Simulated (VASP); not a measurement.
# InSb in VASP: single point with LDA

Aim: the single point of InSb with LDA.

Program: VASP 6.6.1. These are calculated values, not measurements. Logs are shortened: lines on timing, memory, paths and dates and some standing lists are left out, and cuts for length are marked.

**1. The cell of the first run**

The cell holds a slab with vacuum, 16 atoms: a = 9.150 Å, b = 9.150 Å, c = 17.669 Å, α = 90.00°, β = 90.00°, γ = 60.00°.

**2. Single point, LDA**

File INCAR:

```
PREC     = Accurate       # precision mode
ENCUT    = 520            # plane-wave cutoff, eV
EDIFF    = 1E-6           # SCF threshold, eV
ISMEAR   = -1             # smearing method
SIGMA    = 0.1            # smearing width, eV
LREAL    = Auto         
LASPH    = True           # aspherical terms in the spheres
NELM     = 80             # most SCF steps
ALGO     = Normal         # electronic algorithm
ISIF     = 2              # what is computed and relaxed
LWAVE    = False          # write WAVECAR
LCHARG   = True           # write CHGCAR
GGA      = CA             # functional
LELF     = True           # ELF
LVHAR    = True         
NBANDS   = 86             # bands
```

File KPOINTS:

```
regular mesh
0
Gamma
  2 2 1
```

File POSCAR:

```
InSb
1.0
    9.1499620000      0.0000000000      0.0000000000
    4.5749810000      7.9240990000      0.0000000000
    0.0000000000      0.0000000000     17.6693200000
In Sb
8 8
Direct
    0.0000000000      0.0000000000      0.0565952736
    0.0000041616      0.4999937532      0.0565952736
    0.5000020765      0.0000000000      0.0565952736
    0.5000062382      0.4999937532      0.0565952736
    0.6910417924      0.6650724581      0.2802031997
    0.6232440639      0.1960096662      0.2512320791
    0.1857658940      0.6507238236      0.2701179219
    0.1232075570      0.2027233632      0.2258094822
    0.1670590773      0.1580368948     -0.0012054793
    0.1666719118      0.6716220986      0.1021940856
    0.6556238191      0.1776984361      0.0954649075
    0.6696769129      0.6489823007      0.1054822710
    0.8400170879      0.8482604773      0.2751266036
    0.8043279205      0.3099532199      0.3198538484
    0.3452000776      0.8446007552      0.2646508185
    0.2992947699      0.3189006094      0.3086932604
```

Potentials or basis: VASP PAW LDA potentials, release 64 (In_d, Sb).

Command:

```sh
> cat potpaw_LDA.64/In_d/POTCAR potpaw_LDA.64/Sb/POTCAR > POTCAR
> mpirun -np 1 vasp_std > vasp.out
```

OUTCAR:

```text
PREC = Accurate
   ENCUT = 520
   EDIFF = 1E-6
   ISMEAR = -1
   LREAL = Auto
   LASPH = True
   NELM = 80
   ISIF = 2
   GGA = CA

 ion  position               nearest neighbor table
   1  0.000  0.000  0.057-  10 2.72   9 2.77  11 2.81   8 3.97
   2  0.000  0.500  0.057-  12 2.76  10 2.80   9 2.90   8 3.81
   3  0.500  0.000  0.057-  11 2.73   9 2.83  12 2.91
   4  0.500  0.500  0.057-  11 2.65  12 2.67  10 2.76
   5  0.691  0.665  0.280-  13 2.64  15 2.75  14 2.96  12 3.10
   6  0.623  0.196  0.251-  14 2.65  11 2.76  16 2.78  13 2.82
   7  0.186  0.651  0.270-  13 2.75  16 2.76  15 2.81  10 2.97
   8  0.123  0.203  0.226-  16 2.75  15 2.95  14 3.06   2 3.81   1 3.97
   9  0.167  0.158  0.999-   1 2.77   3 2.83   2 2.90
  10  0.167  0.672  0.102-   1 2.72   4 2.76   2 2.80   7 2.97
  11  0.656  0.178  0.095-   4 2.65   3 2.73   6 2.76   1 2.81
  12  0.670  0.649  0.105-   4 2.67   2 2.76   3 2.91   5 3.10
  13  0.840  0.848  0.275-   5 2.64   7 2.75   6 2.82
  14  0.804  0.310  0.320-   6 2.65   5 2.96   8 3.06
  15  0.345  0.845  0.265-   5 2.75   7 2.81   8 2.95
  16  0.299  0.319  0.309-   8 2.75   7 2.76   6 2.78

  LATTYP: Found a hexagonal cell.
 ALAT       =     9.1499615361
 C/A-ratio  =     1.9310813417

  Lattice vectors:

 A1 = (  -4.5749810000,  -7.9240990000,   0.0000000000)
 A2 = (   9.1499620000,   0.0000000000,   0.0000000000)
 A3 = (   0.0000000000,   0.0000000000,  17.6693200000)

Analysis of symmetry for initial positions (statically):
=====================================================================
 Subroutine PRICEL returns:
 Original cell was already a primitive cell.

 Routine SETGRP: Setting up the symmetry group for a
 hexagonal supercell.

 Subroutine GETGRP returns: Found  1 space group operations
 (whereof  1 operations were pure point group operations)
 out of a pool of 24 trial point group operations.

The static configuration has the point symmetry C_1 .

Analysis of symmetry for dynamics (positions and initial velocities):
=====================================================================
 Subroutine PRICEL returns:
 Original cell was already a primitive cell.

 Routine SETGRP: Setting up the symmetry group for a
 hexagonal supercell.

 Subroutine GETGRP returns: Found  1 space group operations
 (whereof  1 operations were pure point group operations)
 out of a pool of 24 trial point group operations.

The dynamic configuration has the point symmetry C_1 .

 Subroutine INISYM returns: Found  1 space group operations
 (whereof  1 operations are pure point group operations),
 and found     1 'primitive' translations

----------------------------------------------------------------------------------------

                                     Primitive cell

  volume of cell :    1281.1177

  direct lattice vectors                    reciprocal lattice vectors
     9.149962000  0.000000000  0.000000000     0.109290071 -0.063098656  0.000000000
     4.574981000  7.924099000  0.000000000     0.000000000  0.126197313  0.000000000
     0.000000000  0.000000000 17.669320000     0.000000000  0.000000000  0.056595274

  length of vectors
     9.149962000  9.149961536 17.669320000     0.126197306  0.126197313  0.056595274

  position of ions in fractional coordinates (direct lattice)
     0.000000000  0.000000000  0.056595274
     0.000004162  0.499993753  0.056595274
     0.500002077  0.000000000  0.056595274
     0.500006238  0.499993753  0.056595274
     0.691041792  0.665072458  0.280203200
     0.623244064  0.196009666  0.251232079
[... 8 lines left out ...]
     0.345200078  0.844600755  0.264650819
     0.299294770  0.318900609  0.308693260

  ion indices of the primitive-cell ions
   primitive index   ion index
                 1           1
                 2           2
                 3           3
                 4           4
                 5           5
                 6           6
[... 8 lines left out ...]
                15          15
                16          16

----------------------------------------------------------------------------------------

 KPOINTS: regular mesh

Automatic generation of k-mesh.
 Grid dimensions read from file:
 generate k-points for:    2    2    1

 Generating k-lattice:

  Cartesian coordinates                     Fractional coordinates (reciprocal lattice)
     0.054645036 -0.031549328  0.000000000     0.500000000  0.000000000  0.000000000
     0.000000000  0.063098656  0.000000000     0.000000000  0.500000000  0.000000000
     0.000000000  0.000000000  0.056595274     0.000000000  0.000000000  1.000000000

  Length of vectors
     0.063098653  0.063098656  0.056595274

  Shift w.r.t. Gamma in fractional coordinates (k-lattice)
     0.000000000  0.000000000  0.000000000

 Subroutine IBZKPT returns following result:
 ===========================================

 Found      4 irreducible k-points:

 Following reciprocal coordinates:
            Coordinates               Weight
  0.000000  0.000000  0.000000      1.000000
  0.500000 -0.000000  0.000000      1.000000
  0.500000  0.500000  0.000000      1.000000
  0.000000  0.500000  0.000000      1.000000
   k-points           NKPTS =      4   k-points in BZ     NKDIM =      4   number of bands    NBANDS=     86
   number of dos      NEDOS =    301   number of ions     NIONS =     16
   total plane-waves  NPLWV = 686000
   dimension x,y,z NGX =    70 NGY =   70 NGZ =  140
   dimension x,y,z NGXF=   140 NGYF=  140 NGZF=  280
   ions per type =               8   8
   NGX,Y,Z   is equivalent  to a cutoff of  12.72, 12.72, 13.17 a.u.
   NGXF,Y,Z  is equivalent  to a cutoff of  25.44, 25.44, 26.34 a.u.
 SYSTEM =  unknown system
   PREC   = accura    normal or accurate (medium, high low for compatibility)
   ISTART =      0    job   : 0-new  1-cont  2-samecut
   ICHARG =      2    charge: 1-file 2-atom 10-const
   ISPIN  =      1    spin polarized calculation?
   LNONCOLLINEAR =      F non collinear calculations
   LSORBIT =      F    spin-orbit coupling
   LASPH  =      T    aspherical Exc in radial PAW
   ENCUT  =  520.0 eV  38.22 Ry    6.18 a.u.  17.01 17.01 32.85*2*pi/ulx,y,z
   NELM   =     80;   NELMIN=  2; NELMDL= -5     # of ELM steps
   EDIFF  = 0.1E-05   stopping-criterion for ELM
   LREAL  =      T    real-space projection
   EDIFFG = 0.1E-04   stopping-criterion for IOM
   NSW    =      0    number of steps for IOM
   IBRION =     -1    ionic relax: 0-MD 1-quasi-New 2-CG
   NFREE  =      0    steps in history (QN), initial steepest desc. (CG)
   ISIF   =      2    stress and relaxation
   ISYM   =      2    0-nonsym 1-usesym 2-fastsym
   POTIM  = 0.5000    time-step for ionic-motion
   TEBEG  =    0.0;   TEEND  =   0.0 temperature during run
   PSTRESS=    0.0 pullay stress
   NELECT =     144.0000    total number of electrons
   NUPDOWN=      -1.0000    fix difference up-down
   EMIN   =  10.00;   EMAX   =-10.00  energy-range for DOS
   EFERMI =   0.00;   METHOD = LEGACY
   ISMEAR =    -1;   SIGMA  =   0.10  broadening in eV -4-tet -1-fermi 0-gaus
   EFERMI_NEDOS =   21; number of points for ismear=-14 and -15
   IALGO  =     38    algorithm
   IMIX   =      4    mixing-type and parameters
     AMIX     =   0.40;   BMIX     =  1.00
     AMIX_MAG =   1.60;   BMIX_MAG =  1.00
  volume/ion in A,a.u.               =      80.07       540.34
  Fermi-wavevector in a.u.,A,eV,Ry     =   0.790071  1.493017  8.492917  0.624212
  Thomas-Fermi vector in A             =   1.895339
   LORBIT       =      0    0 simple, 1 ext, 2 COOP (PROOUT), +10 PAW based schemes
   GGA     = CA    functional components
   LHFCALC =     F    Hartree Fock is set to
   AEXX    =    0.0000 exact exchange contribution
   IVDW    =     0    specifies the selected vdW correction
   LEPSILON=     F    determine dielectric tensor
   LRPA    =     F    only Hartree local field effects (RPA)
 non-spin polarized calculation
  energy-cutoff  :      520.00
  volume of cell :     1281.12
 maximum number of plane-waves:     34500
 NGX is ok and might be reduce to    70
   NGX = 35   NGY = 35   NGZ = 65

 number of electron     144.0000007 magnetization

 Free energy of the ion-electron system (eV)
  ---------------------------------------------------
  ext. energy  EPLUGINS =         0.00000000
  ---------------------------------------------------
  free energy    TOTEN  =       -58.17166053 eV

  energy without entropy =      -57.95635996  energy(sigma->0) =      -58.06401025

 E-fermi :  -0.4058     XC(G=0):  -4.5403

 val. band max:       -0.4120961207   @ k =   0.0000   0.0000   0.0000
 cond. band min:      -0.2290023295   @ k =   0.0000   0.0000   0.0000
 fundamental gap:      0.1830937912
 Fermi energy:        -0.4057837022

 k-point     1 :       0.0000    0.0000    0.0000
  band No.  band energies     occupation
      1     -15.6230      2.00000
      2     -15.5892      2.00000
      3     -15.5493      2.00000
      4     -15.5450      2.00000
      5     -15.5291      2.00000
      6     -15.5210      2.00000
[... 76 lines left out ...]
     83       1.5798      0.00000
     84       1.7214      0.00000

 k-point     2 :       0.5000   -0.0000    0.0000
  band No.  band energies     occupation
      1     -15.6193      2.00000
      2     -15.5820      2.00000
      3     -15.5643      2.00000
      4     -15.5312      2.00000
      5     -15.5272      2.00000
      6     -15.5229      2.00000
[... 76 lines left out ...]
     83       2.2436      0.00000
     84       2.3106      0.00000

 k-point     3 :       0.5000    0.5000    0.0000
  band No.  band energies     occupation
      1     -15.6188      2.00000
      2     -15.5826      2.00000
      3     -15.5644      2.00000
      4     -15.5319      2.00000
      5     -15.5272      2.00000
      6     -15.5222      2.00000
[... 76 lines left out ...]
     83       2.2602      0.00000
     84       2.3654      0.00000

 k-point     4 :       0.0000    0.5000    0.0000
  band No.  band energies     occupation
      1     -15.6214      2.00000
      2     -15.5865      2.00000
      3     -15.5496      2.00000
      4     -15.5420      2.00000
      5     -15.5288      2.00000
      6     -15.5202      2.00000
[... 76 lines left out ...]
     83       2.1881      0.00000
     84       2.4207      0.00000
 [bands above 84 left out]

------------------------ aborting loop because EDIFF is reached ----------------------------------------

  FORCE on cell =-STRESS in cart. coord.  units (eV):
  Direction    XX          YY          ZZ          XY          YZ          ZX
  --------------------------------------------------------------------------------------
  -------------------------------------------------------------------------------------
  Total        1.7414903     -3.5005648      0.6079001      1.9686752      0.4288109      2.7712405
  in kB        2.1779235     -4.3778380      0.7602453      2.4620430      0.5362748      3.4657385
  external PRESSURE =      -0.4798897 kB  Pullay stress =       0.0000000 kB

 VOLUME and BASIS-vectors are now :
 -----------------------------------------------------------------------------
  energy-cutoff  :      520.00
  volume of cell :     1281.12
      direct lattice vectors                 reciprocal lattice vectors
     9.149962000  0.000000000  0.000000000     0.109290071 -0.063098656  0.000000000
     4.574981000  7.924099000  0.000000000     0.000000000  0.126197313  0.000000000
     0.000000000  0.000000000 17.669320000     0.000000000  0.000000000  0.056595274

 POSITION                                       TOTAL-FORCE (eV/Angst)
 -----------------------------------------------------------------------------------
      0.00000      0.00000      1.00000         0.122696      0.344562      0.127715
      2.28750      3.96200      1.00000         0.034008     -0.421436     -0.122490
      4.57500      0.00000      1.00000        -0.634446     -0.599000      0.101810
      6.86250      3.96200      1.00000        -0.474662      0.696665     -0.540853
      9.36570      5.27010      4.95100        -0.669891     -1.059295     -0.024877
      6.59940      1.55320      4.43910        -0.658972     -0.182252      0.136103
[... 8 lines left out ...]
      7.02260      6.69270      4.67620        -0.400418      0.437500     -0.259730
      4.19750      2.52700      5.45440         0.297081      0.000024      0.191446
 -----------------------------------------------------------------------------------
    total drift:                                0.002481     -0.004584     -0.055048

  FREE ENERGIE OF THE ION-ELECTRON SYSTEM (eV)
  ---------------------------------------------------
  free  energy   TOTEN  =       -58.1716605347 eV

  energy  without entropy=      -57.9563599581  energy(sigma->0) =      -58.06401025
```

Wall time 26 min (1 thread of AMD EPYC 7R43 (Zen 3), shared host); peak memory 0.96 GiB.

What came out:

| Property | Result |
| --- | --- |
| Free energy | -58.1717 eV |
| Largest force | 1.764 eV/Å |

Forces in eV/Å, atoms in the order of the input:
```
In   0.123  0.345  0.128
In   0.034 -0.421 -0.122
In  -0.634 -0.599  0.102
In  -0.475  0.697 -0.541
In  -0.670 -1.059 -0.025
In  -0.659 -0.182  0.136
In   0.212  0.211 -0.096
In  -0.722 -0.358  0.273
Sb   0.226  0.360  0.243
Sb  -0.116 -0.446  0.010
Sb   0.314 -0.863 -0.382
Sb   0.508  0.866  0.230
Sb   0.360  0.280  0.176
Sb   1.603  0.734 -0.064
Sb  -0.400  0.438 -0.260
Sb   0.297  0.000  0.191
```

Caveat: the k points lie up to 0.40 Å⁻¹ apart; the atoms stand as in a frame of molecular dynamics; spin-orbit coupling is left out, which moves the levels of the heavy elements.
